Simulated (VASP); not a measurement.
Input of a VASP 6.6.1 run:

File INCAR:

```
ALGO = Normal
EDIFF = 1E-7
ENCUT = 520
GGA = PS
ISIF = 2
ISMEAR = 0
LASPH = T
LCHARG = F
LREAL = F
LWAVE = F
NBANDS = 12
NELM = 60
PREC = Accurate
SIGMA = 0.1
```

The input KPOINTS:

```
k-points
0
Gamma
  18 18 18
```

The input POSCAR:

```
Au
1.0
    0.0000000000      2.0544742547      2.0544742547
    2.0544742547      0.0000000000      2.0544742547
    2.0544742547      2.0544742547      0.0000000000
Au
1
Direct
    0.0000000000      0.0000000000      0.0000000000
```

Potentials or basis: VASP PAW PBE potentials, release 64 (Au).

Launch:

```sh
$ cat potpaw_PBE.64/Au/POTCAR > POTCAR
$ mpirun -np 1 vasp_std > vasp.out
```

Q: Predict the pressure.

A: -3.3 GPa.

Caveat: the PAW data sets were made with another functional, which shifts forces and pressure a little.
